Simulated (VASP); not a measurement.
# SnO (Pmn2_1) in VASP: further runs

Runs on SnO. Level: PBEsol. Tasks: single point.

Everything below comes from runs of VASP 6.6.1. Logs are shortened: lines on timing, memory, paths and dates and some standing lists are left out, and cuts for length are marked.

## (1) The cell of the first run

Symmetry: Pmn2_1, No. 31, orthorhombic system. Conventional cell: a = 3.020 Å, b = 5.674 Å, c = 4.222 Å, α = 90.00°, β = 90.00°, γ = 90.00°. Within 2.7 Å of Sn (site symmetry m) lie 3 O at 2.03 to 2.15 Å. O (site symmetry m) has 3 Sn at 2.03 to 2.15 Å within 2.7 Å.

## (2) Single point, PBEsol (strain -0.1000 x Voigt [1, 0, 0, 0, 0, 0])

INCAR

```
  PREC = Accurate
  ENCUT = 520
  EDIFF = 1E-6
  ISMEAR = 0
  SIGMA = 0.05
  LREAL = F
  LASPH = T
  NELM = 100
  ALGO = Normal
  ISIF = 2
  LWAVE = F
  LCHARG = F
  GGA = PS
  NBANDS = 28
```

KPOINTS

```
regular mesh
0
Gamma
  8 6 6
```

POSCAR

```
SnO
1.0
    3.0195045000      0.0000000000      0.0000000000
    0.0000000000      5.6741040000      0.0000000000
    0.0000000000      0.0000000000      4.2219700000
Sn O
2 2
Direct
    0.0000000000      0.2319090000      0.5131440000
    0.5000000000      0.7680910000      0.0131440000
    0.0000000000      0.8912500000      0.7368570000
    0.5000000000      0.1087500000      0.2368570000
```

Potentials or basis: VASP PAW PBE potentials, release 64 (Sn_d, O).

Started as:

```bash
> cat potpaw_PBE.64/Sn_d/POTCAR potpaw_PBE.64/O/POTCAR > POTCAR
> mpirun -np 1 vasp_std > vasp.out
```

OUTCAR:

```text
PREC = Accurate
   ENCUT = 520
   EDIFF = 1E-6
   ISMEAR = 0
   LREAL = F
   LASPH = T
   NELM = 100
   ISIF = 2
   GGA = PS

 ion  position               nearest neighbor table
   1  0.000  0.232  0.513-   4 2.03   4 2.03   3 2.15   2 3.70   2 3.70   2 3.70   2 3.70
   2  0.500  0.768  0.013-   3 2.03   3 2.03   4 2.15   1 3.70   1 3.70   1 3.70   1 3.70
   3  0.000  0.891  0.737-   2 2.03   2 2.03   1 2.15
   4  0.500  0.109  0.237-   1 2.03   1 2.03   2 2.15

  LATTYP: Found a simple orthorhombic cell.
 ALAT       =     3.0195045000
 B/A-ratio  =     1.3982327233
 C/A-ratio  =     1.8791507017

  Lattice vectors:

 A1 = (  -3.0195045000,   0.0000000000,   0.0000000000)
 A2 = (   0.0000000000,   0.0000000000,   4.2219700000)
 A3 = (   0.0000000000,   5.6741040000,   0.0000000000)

Analysis of symmetry for initial positions (statically):
=====================================================================
 Subroutine PRICEL returns:
 Original cell was already a primitive cell.

 Routine SETGRP: Setting up the symmetry group for a
 simple orthorhombic supercell.

 Subroutine GETGRP returns: Found  4 space group operations
 (whereof  2 operations were pure point group operations)
 out of a pool of  8 trial point group operations.

The static configuration has the point symmetry C_1h.
 The point group associated with its full space group is C_2v.

Analysis of symmetry for dynamics (positions and initial velocities):
=====================================================================
 Subroutine PRICEL returns:
 Original cell was already a primitive cell.

 Routine SETGRP: Setting up the symmetry group for a
 simple orthorhombic supercell.

 Subroutine GETGRP returns: Found  4 space group operations
 (whereof  2 operations were pure point group operations)
 out of a pool of  8 trial point group operations.

The dynamic configuration has the point symmetry C_1h.
 The point group associated with its full space group is C_2v.

 Subroutine INISYM returns: Found  4 space group operations
 (whereof  2 operations are pure point group operations),
 and found     1 'primitive' translations

----------------------------------------------------------------------------------------

                                     Primitive cell

  volume of cell :      72.3349

  direct lattice vectors                    reciprocal lattice vectors
     3.019504500  0.000000000  0.000000000     0.331180165  0.000000000  0.000000000
     0.000000000  5.674104000  0.000000000     0.000000000  0.176239279  0.000000000
     0.000000000  0.000000000  4.221970000     0.000000000  0.000000000  0.236856254

  length of vectors
     3.019504500  5.674104000  4.221970000     0.331180165  0.176239279  0.236856254

  position of ions in fractional coordinates (direct lattice)
     0.000000000  0.231909000  0.513144000
     0.500000000  0.768091000  0.013144000
     0.000000000  0.891250000  0.736857000
     0.500000000  0.108750000  0.236857000

  ion indices of the primitive-cell ions
   primitive index   ion index
                 1           1
                 2           2
                 3           3
                 4           4

----------------------------------------------------------------------------------------

 KPOINTS: regular mesh

Automatic generation of k-mesh.
 Grid dimensions read from file:
 generate k-points for:    8    6    6

 Generating k-lattice:

  Cartesian coordinates                     Fractional coordinates (reciprocal lattice)
     0.041397521  0.000000000  0.000000000     0.125000000  0.000000000  0.000000000
     0.000000000  0.029373213  0.000000000     0.000000000  0.166666667  0.000000000
     0.000000000  0.000000000  0.039476042     0.000000000  0.000000000  0.166666667

  Length of vectors
     0.041397521  0.029373213  0.039476042

  Shift w.r.t. Gamma in fractional coordinates (k-lattice)
     0.000000000  0.000000000  0.000000000

 Subroutine IBZKPT returns following result:
 ===========================================

 Found     80 irreducible k-points:

 Following reciprocal coordinates:
            Coordinates               Weight
  0.000000  0.000000  0.000000      1.000000
  0.125000  0.000000  0.000000      2.000000
  0.250000  0.000000  0.000000      2.000000
  0.375000  0.000000  0.000000      2.000000
  0.500000  0.000000  0.000000      1.000000
  0.000000  0.166667  0.000000      2.000000
[... 16 lines left out ...]
  0.250000  0.000000  0.166667      4.000000
  0.375000  0.000000  0.166667      4.000000
 [... further k-points ...]
   k-points           NKPTS =     80   k-points in BZ     NKDIM =     80   number of bands    NBANDS=     28
   number of dos      NEDOS =    301   number of ions     NIONS =      4
   total plane-waves  NPLWV =  32256
   dimension x,y,z NGX =    24 NGY =   42 NGZ =   32
   dimension x,y,z NGXF=    48 NGYF=   84 NGZF=   64
   ions per type =               2   2
   NGX,Y,Z   is equivalent  to a cutoff of  13.21, 12.31, 12.60 a.u.
   NGXF,Y,Z  is equivalent  to a cutoff of  26.43, 24.61, 25.20 a.u.
 SYSTEM =  unknown system
   PREC   = accura    normal or accurate (medium, high low for compatibility)
   ISTART =      0    job   : 0-new  1-cont  2-samecut
   ICHARG =      2    charge: 1-file 2-atom 10-const
   ISPIN  =      1    spin polarized calculation?
   LNONCOLLINEAR =      F non collinear calculations
   LSORBIT =      F    spin-orbit coupling
   LASPH  =      T    aspherical Exc in radial PAW
   ENCUT  =  520.0 eV  38.22 Ry    6.18 a.u.   5.61 10.55  7.85*2*pi/ulx,y,z
   NELM   =    100;   NELMIN=  2; NELMDL= -5     # of ELM steps
   EDIFF  = 0.1E-05   stopping-criterion for ELM
   LREAL  =      F    real-space projection
   EDIFFG = 0.1E-04   stopping-criterion for IOM
   NSW    =      0    number of steps for IOM
   IBRION =     -1    ionic relax: 0-MD 1-quasi-New 2-CG
   NFREE  =      0    steps in history (QN), initial steepest desc. (CG)
   ISIF   =      2    stress and relaxation
   ISYM   =      2    0-nonsym 1-usesym 2-fastsym
   POTIM  = 0.5000    time-step for ionic-motion
   TEBEG  =    0.0;   TEEND  =   0.0 temperature during run
   PSTRESS=    0.0 pullay stress
   NELECT =      40.0000    total number of electrons
   NUPDOWN=      -1.0000    fix difference up-down
   EMIN   =  10.00;   EMAX   =-10.00  energy-range for DOS
   EFERMI =   0.00;   METHOD = LEGACY
   ISMEAR =     0;   SIGMA  =   0.05  broadening in eV -4-tet -1-fermi 0-gaus
   EFERMI_NEDOS =   21; number of points for ismear=-14 and -15
   IALGO  =     38    algorithm
   IMIX   =      4    mixing-type and parameters
     AMIX     =   0.40;   BMIX     =  1.00
     AMIX_MAG =   1.60;   BMIX_MAG =  1.00
  volume/ion in A,a.u.               =      18.08       122.04
  Fermi-wavevector in a.u.,A,eV,Ry     =   1.343730  2.539282 24.566832  1.805611
  Thomas-Fermi vector in A             =   2.471781
   LORBIT       =      0    0 simple, 1 ext, 2 COOP (PROOUT), +10 PAW based schemes
   GGA     = PS    functional components
   LHFCALC =     F    Hartree Fock is set to
   AEXX    =    0.0000 exact exchange contribution
   IVDW    =     0    specifies the selected vdW correction
   LEPSILON=     F    determine dielectric tensor
   LRPA    =     F    only Hartree local field effects (RPA)
 non-spin polarized calculation
 Gauss-broadening in eV      SIGMA  =   0.05
  energy-cutoff  :      520.00
  volume of cell :       72.33
 maximum number of plane-waves:      1966
 NGX is ok and might be reduce to    24
   NGX = 11   NGY = 21   NGZ = 15

 number of electron      39.9999996 magnetization

 Free energy of the ion-electron system (eV)
  ---------------------------------------------------
  ext. energy  EPLUGINS =         0.00000000
  ---------------------------------------------------
  free energy    TOTEN  =       -23.48230485 eV

  energy without entropy =      -23.48230485  energy(sigma->0) =      -23.48230485

 E-fermi :   5.9821     XC(G=0): -10.2436

 val. band max:        5.7440831408   @ k =   0.2500   0.0000   0.0000
 cond. band min:       7.1919334929   @ k =   0.3750   0.5000   0.0000
 fundamental gap:      1.4478503521
 Fermi energy:         5.9820563494

 k-point     1 :       0.0000    0.0000    0.0000
  band No.  band energies     occupation
      1     -15.7397      2.00000
      2     -15.3078      2.00000
      3     -14.9817      2.00000
      4     -14.8976      2.00000
      5     -14.8666      2.00000
      6     -14.8312      2.00000
[... 20 lines left out ...]
     27      15.2166      0.00000
     28      16.1566      0.00000

 k-point     2 :       0.1250    0.0000    0.0000
  band No.  band energies     occupation
      1     -15.7242      2.00000
      2     -15.2892      2.00000
      3     -15.0019      2.00000
      4     -14.9592      2.00000
      5     -14.8930      2.00000
      6     -14.8259      2.00000
[... 20 lines left out ...]
     27      15.1226      0.00000
     28      15.1549      0.00000

 k-point     3 :       0.2500    0.0000    0.0000
  band No.  band energies     occupation
      1     -15.7225      2.00000
      2     -15.4423      2.00000
      3     -14.9820      2.00000
      4     -14.9419      2.00000
      5     -14.8860      2.00000
      6     -14.8769      2.00000
[... 20 lines left out ...]
     27      14.7894      0.00000
     28      15.5798      0.00000

 k-point     4 :       0.3750    0.0000    0.0000
  band No.  band energies     occupation
      1     -15.7572      2.00000
      2     -15.6475      2.00000
      3     -14.9476      2.00000
      4     -14.9354      2.00000
      5     -14.9117      2.00000
      6     -14.8943      2.00000
[... 578 lines left out ...]
     27      15.4583      0.00000
     28      16.2254      0.00000

 k-point    23 :       0.2500    0.0000    0.1667
  band No.  band energies     occupation
      1     -15.7129      2.00000
      2     -15.4757      2.00000
      3     -14.9778      2.00000
      4     -14.9467      2.00000
      5     -14.8858      2.00000
      6     -14.8786      2.00000
[... 20 lines left out ...]
     27      15.2393      0.00000
     28      16.3125      0.00000

 k-point    24 :       0.3750    0.0000    0.1667
  band No.  band energies     occupation
      1     -15.7574      2.00000
      2     -15.6638      2.00000
      3     -14.9572      2.00000
      4     -14.9479      2.00000
      5     -14.8997      2.00000
      6     -14.8826      2.00000
[... 20 lines left out ...]
     27      15.0909      0.00000
     28      16.0192      0.00000

 [... further k-points ...]

------------------------ aborting loop because EDIFF is reached ----------------------------------------

  FORCE on cell =-STRESS in cart. coord.  units (eV):
  Direction    XX          YY          ZZ          XY          YZ          ZX
  --------------------------------------------------------------------------------------
  -------------------------------------------------------------------------------------
  Total        8.5081031      1.1174233      2.8395712      0.0000000      0.0000000      0.0000000
  in kB      188.4495955     24.7502848     62.8948705      0.0000000      0.0000000      0.0000000
  external PRESSURE =      92.0315836 kB  Pullay stress =       0.0000000 kB

 VOLUME and BASIS-vectors are now :
 -----------------------------------------------------------------------------
  energy-cutoff  :      520.00
  volume of cell :       72.33
      direct lattice vectors                 reciprocal lattice vectors
     3.019504500  0.000000000  0.000000000     0.331180165  0.000000000  0.000000000
     0.000000000  5.674104000  0.000000000     0.000000000  0.176239279  0.000000000
     0.000000000  0.000000000  4.221970000     0.000000000  0.000000000  0.236856254

 POSITION                                       TOTAL-FORCE (eV/Angst)
 -----------------------------------------------------------------------------------
      0.00000      1.31588      2.16648         0.000000      0.880939      1.002858
      1.50975      4.35823      0.05549         0.000000     -0.880939      1.002858
      0.00000      5.05705      3.11099         0.000000      0.607357     -1.002858
      1.50975      0.61706      1.00000         0.000000     -0.607357     -1.002858
 -----------------------------------------------------------------------------------
    total drift:                                0.000000      0.000000      0.000671

  FREE ENERGIE OF THE ION-ELECTRON SYSTEM (eV)
  ---------------------------------------------------
  free  energy   TOTEN  =       -23.4823048525 eV

  energy  without entropy=      -23.4823048525  energy(sigma->0) =      -23.48230485
```

Run time: 67 s. Hardware: 1 thread of AMD EPYC 9R45 (Zen 5), shared host; peak memory 0.23 GiB.

Results:

* Free energy: -23.4823 eV
* Pressure: 9.2 GPa
* Largest force: 1.335 eV/Å
* Band gap on the k mesh: 1.45 eV (least direct gap 1.80 eV)

Forces on the atoms (eV/Å):
```
Sn   0.000  0.881  1.003
Sn   0.000 -0.881  1.003
O    0.000  0.607 -1.003
O    0.000 -0.607 -1.003
```

Levels at points of the mesh, in eV from the valence-band top:
```tsv
k point	band 18	band 19	band 20	band 21	band 22	band 23
(0.00, 0.00, 0.00)	-2.73	-2.58	-0.30	2.74	3.38	6.20
(0.50, 0.00, 0.00)	-3.00	-0.88	-0.88	2.36	2.36	5.84
(0.00, 0.50, 0.00)	-2.74	-1.95	-1.70	2.78	4.29	4.82
(0.50, 0.50, 0.00)	-3.04	-0.60	-0.60	1.88	1.88	6.76
(0.00, 0.00, 0.50)	-3.19	-1.99	-1.99	3.29	3.29	5.28
(0.50, 0.00, 0.50)	-3.43	-0.72	-0.72	2.11	2.11	4.88
(0.00, 0.50, 0.50)	-3.18	-1.85	-1.85	2.06	2.06	6.57
(0.50, 0.50, 0.50)	-3.66	-0.15	-0.15	2.44	2.44	4.37
```

Caveat: the cell differs from its parent crystal (strain -0.1000 x Voigt [1, 0, 0, 0, 0, 0]); the stress differs along the axes, from 2 to 19 GPa; the PAW data sets were made with another functional, which shifts forces and pressure a little; spin-orbit coupling is left out, which moves the levels of the heavy elements. A k mesh can miss the band edges.

## (3) Single point, PBEsol (strain -0.0750 x Voigt [1, 0, 0, 0, 0, 0])

INCAR

```
PREC = Accurate ; ENCUT = 520
EDIFF = 1E-6 ; ISMEAR = 0
SIGMA = 0.05 ; LREAL = F
LASPH = T ; NELM = 60
ALGO = Normal ; ISIF = 2
LWAVE = F ; LCHARG = F
GGA = PS ; NBANDS = 28
```

KPOINTS is that of step 2.

POSCAR, as its differences from that of step 2:

```diff
@@ -2,3 +2,3 @@
 1.0
-    3.0195045000      0.0000000000      0.0000000000
+    3.1033796250      0.0000000000      0.0000000000
     0.0000000000      5.6741040000      0.0000000000
```

Potentials or basis: VASP PAW PBE potentials, release 64 (Sn_d, O).

Started as:

```bash
> cat potpaw_PBE.64/Sn_d/POTCAR potpaw_PBE.64/O/POTCAR > POTCAR
> mpirun -np 1 vasp_std > vasp.out
```

OUTCAR:

```text
PREC = Accurate
   ENCUT = 520
   EDIFF = 1E-6
   ISMEAR = 0
   LREAL = F
   LASPH = T
   NELM = 60
   ISIF = 2
   GGA = PS

 ion  position               nearest neighbor table
   1  0.000  0.232  0.513-   4 2.06   4 2.06   3 2.15   2 3.71   2 3.71   2 3.71   2 3.71
   2  0.500  0.768  0.013-   3 2.06   3 2.06   4 2.15   1 3.71   1 3.71   1 3.71   1 3.71
   3  0.000  0.891  0.737-   2 2.06   2 2.06   1 2.15
   4  0.500  0.109  0.237-   1 2.06   1 2.06   2 2.15

[... 948 lines left out ...]
  Direction    XX          YY          ZZ          XY          YZ          ZX
  --------------------------------------------------------------------------------------
  -------------------------------------------------------------------------------------
  Total        5.2803695      0.4867325      1.5701206      0.0000000      0.0000000      0.0000000
  in kB      113.7961462     10.4894700     33.8373431      0.0000000      0.0000000      0.0000000
  external PRESSURE =      52.7076531 kB  Pullay stress =       0.0000000 kB

 VOLUME and BASIS-vectors are now :
 -----------------------------------------------------------------------------
  energy-cutoff  :      520.00
  volume of cell :       74.34
      direct lattice vectors                 reciprocal lattice vectors
     3.103379625  0.000000000  0.000000000     0.322229350  0.000000000  0.000000000
     0.000000000  5.674104000  0.000000000     0.000000000  0.176239279  0.000000000
     0.000000000  0.000000000  4.221970000     0.000000000  0.000000000  0.236856254

 POSITION                                       TOTAL-FORCE (eV/Angst)
 -----------------------------------------------------------------------------------
      0.00000      1.31588      2.16648         0.000000      0.529261      0.623936
      1.55169      4.35823      0.05549         0.000000     -0.529261      0.623936
      0.00000      5.05705      3.11099         0.000000      0.423475     -0.623936
      1.55169      0.61706      1.00000         0.000000     -0.423475     -0.623936
 -----------------------------------------------------------------------------------
    total drift:                                0.000000      0.000000      0.000312

  FREE ENERGIE OF THE ION-ELECTRON SYSTEM (eV)
  ---------------------------------------------------
  free  energy   TOTEN  =       -23.6721114545 eV

  energy  without entropy=      -23.6721114545  energy(sigma->0) =      -23.67211145
```

It took 64 s on 1 thread of AMD EPYC 9R45 (Zen 5), shared host; peak memory 0.24 GiB.

What came out:

* Free energy: -23.6721 eV
* Pressure: 5.3 GPa
* Largest force: 0.818 eV/Å
* Band gap on the k mesh: 1.40 eV (least direct gap 1.83 eV)

Forces on the atoms (eV/Å):
```
Sn   0.000  0.529  0.624
Sn   0.000 -0.529  0.624
O    0.000  0.423 -0.624
O    0.000 -0.423 -0.624
```

Levels at points of the mesh, in eV from the valence-band top:
```
           k point  band 16  band 17  band 18  band 19  band 20  band 21  band 22  band 23  band 24  band 25
(0.00, 0.00, 0.00)    -4.00    -3.76    -2.73    -2.43    -0.19     2.74     3.33     6.07     6.30     8.98
(0.50, 0.00, 0.00)    -4.96    -2.89    -2.89    -0.99    -0.99     2.41     2.41     5.74     5.74     7.27
(0.00, 0.50, 0.00)    -4.30    -3.74    -2.74    -1.84    -1.60     2.94     4.19     4.81     5.95     8.54
(0.50, 0.50, 0.00)    -4.84    -2.94    -2.94    -0.69    -0.69     1.87     1.87     6.65     6.65     7.34
(0.00, 0.00, 0.50)    -3.82    -3.21    -3.21    -1.88    -1.88     3.14     3.14     5.24     5.24     9.61
(0.50, 0.00, 0.50)    -4.53    -3.36    -3.36    -0.84    -0.84     2.10     2.10     4.81     4.81     7.36
(0.00, 0.50, 0.50)    -3.24    -3.21    -3.21    -1.74    -1.74     2.03     2.03     6.38     6.38     9.51
(0.50, 0.50, 0.50)    -4.67    -3.60    -3.60    -0.24    -0.24     2.43     2.43     4.29     4.29     6.69
```

Caveat: the cell differs from its parent crystal (strain -0.0750 x Voigt [1, 0, 0, 0, 0, 0]); the stress differs along the axes, from 1 to 11 GPa; the PAW data sets were made with another functional, which shifts forces and pressure a little; spin-orbit coupling is left out, which moves the levels of the heavy elements.

(Part 1 of 2 ends here.)
